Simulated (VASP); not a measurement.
Set up this calculation in VASP 6.6.1, as the native input.

```
Task                   : single point
Functional             : PBE
Potentials or basis    : VASP PAW PBE potentials, release 64 (Sc_sv, Ru_pv)
Cutoff                 : 520 eV
k mesh                 : 12 × 12 × 12
Occupations            : gaussian, width 0.1 eV
Spin                   : no spin polarisation
Dipole correction      : no
Further INCAR settings : ALGO = Normal; EDIFF = 1e-06; NBANDS = 25
```

The structure of Sc2Ru lies in POSCAR:

```
Sc2Ru
1.0
    0.0000000000      3.1724459001      3.1724459001
    3.1724459001      0.0000000000      3.1724459001
    3.1724459001      3.1724459001      0.0000000000
Sc Ru
2 1
Direct
    0.2500000000      0.2500000000      0.2500000000
    0.7500000000      0.7500000000      0.7500000000
    0.0000000000      0.0000000000      0.0000000000
```

These files were run (other wordings do the same):

INCAR

```
SYSTEM = Sc2Ru
ALGO = Normal
EDIFF = 1E-6
ENCUT = 520
GGA = PE
ISIF = 2
ISMEAR = 0
LASPH = .True.
LCHARG = .False.
LREAL = .False.
LWAVE = .False.
NBANDS = 25
NELM = 80
PREC = Accurate
SIGMA = 0.1
```

KPOINTS

```
k-points
0
Gamma
  12 12 12
  0 0 0
```

Potentials or basis: VASP PAW PBE potentials, release 64 (Sc_sv, Ru_pv).

Launch:

```sh
$ cat potpaw_PBE.64/Sc_sv/POTCAR potpaw_PBE.64/Ru_pv/POTCAR > POTCAR
$ mpirun -np 1 vasp_std > vasp.out
```

Results of the run:

```yaml
Pressure: 0.2 GPa
Band_gap_on_the_k_mesh: zero (band 18 reaches 5.23 eV, above the bottom of band 19 at 5.03 eV)
```

Wall time 50 s on 1 thread of Intel(R) Xeon(R) 6975P-C (Granite Rapids) (shared host), peak memory 0.27 GiB.
